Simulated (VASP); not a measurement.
Wanted: the native input for a VASP 6.6.1 run.

```yaml
Task: single point
Functional: PBE
Potentials_or_basis: VASP PAW PBE potentials, release 64 (Be, H)
Cutoff: 520 eV
k_mesh: 6 × 6 × 6
Occupations: gaussian, width 0.1 eV
Spin: no spin polarisation
Dipole_correction: no
Further_INCAR_settings: ALGO = Normal; EDIFF = 1e-06; NBANDS = 18
```

The structure of Be2H3 lies in POSCAR:

```
Be2H3
1.0
    0.0000000000      3.0423694645      3.0423694645
    3.0423694645      0.0000000000      3.0423694645
    3.0423694645      3.0423694645      0.0000000000
Be H
4 6
Direct
    0.1250000000      0.1250000000      0.1250000000
    0.1250000000      0.1250000000      0.6250000000
    0.1250000000      0.6250000000      0.1250000000
    0.6250000000      0.1250000000      0.1250000000
    0.6250000000      0.6250000000      0.6250000000
    0.6250000000      0.6250000000      0.1250000000
    0.6250000000      0.1250000000      0.6250000000
    0.1250000000      0.6250000000      0.6250000000
    0.7500000000      0.7500000000      0.7500000000
    0.5000000000      0.5000000000      0.5000000000
```

The input as run:

INCAR

```
PREC = Accurate
ENCUT = 520
EDIFF = 1E-6
ISMEAR = 0
SIGMA = 0.1
LREAL = False
LASPH = True
NELM = 60
ALGO = Normal
ISIF = 2
LWAVE = False
LCHARG = False
GGA = PE
NBANDS = 18
```

KPOINTS

```
Automatic mesh
0
Gamma
  6 6 6
```

Potentials or basis: VASP PAW PBE potentials, release 64 (Be, H).

Command:

```console
$ cat potpaw_PBE.64/Be/POTCAR potpaw_PBE.64/H/POTCAR > POTCAR
$ mpirun -np 1 vasp_std > vasp.out
```

Results of the run:

```yaml
Pressure: -0.1 GPa
Band_gap_on_the_k_mesh: zero (band 7 reaches 7.19 eV, above the bottom of band 8 at 3.09 eV)
```

It took 10 s on 1 thread of Intel(R) Xeon(R) Platinum 8559C (Emerald Rapids) (shared host), peak memory 0.16 GiB.
